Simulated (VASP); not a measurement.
Here is a VASP 6.6.1 calculation.

The input INCAR:

```
SYSTEM = Sb
PREC = Accurate
ENCUT = 520
EDIFF = 1E-6
ISMEAR = 0
SIGMA = 0.1
LREAL = .False.
LASPH = .True.
NELM = 60
ALGO = Normal
ISIF = 2
LWAVE = .False.
LCHARG = .False.
GGA = PS
NBANDS = 30
```

The input KPOINTS:

```
Automatic mesh
0
Gamma
  6 6 6
  0 0 0
```

The input POSCAR:

```
Sb
1.0
    5.9693416433      0.0000000000      0.0000000000
    0.0000000000      5.9693416433      0.0000000000
    0.0000000000      0.0000000000      5.9693416433
Sb
8
Direct
    0.5000000000      0.5000000000      0.5000000000
    0.0000000000      0.0000000000      0.0000000000
    0.2500000000      0.0000000000      0.5000000000
    0.5000000000      0.2500000000      0.0000000000
    0.5000000000      0.7500000000      0.0000000000
    0.7500000000      0.0000000000      0.5000000000
    0.0000000000      0.5000000000      0.7500000000
    0.0000000000      0.5000000000      0.2500000000
```

Potentials or basis: VASP PAW PBE potentials, release 64 (Sb).

Command:

```bash
$ cat potpaw_PBE.64/Sb/POTCAR > POTCAR
$ mpirun -np 1 vasp_std > vasp.out
```

(1) Predict the pressure.

(2) Predict the band gap on the k mesh.

## Answers

(1) 0.0 GPa.

(2) zero (bands 20 and 21 overlap by 0.59 eV).

Caveat: the PAW data sets were made with another functional, which shifts forces and pressure a little; spin-orbit coupling is left out, which moves the levels of the heavy elements.
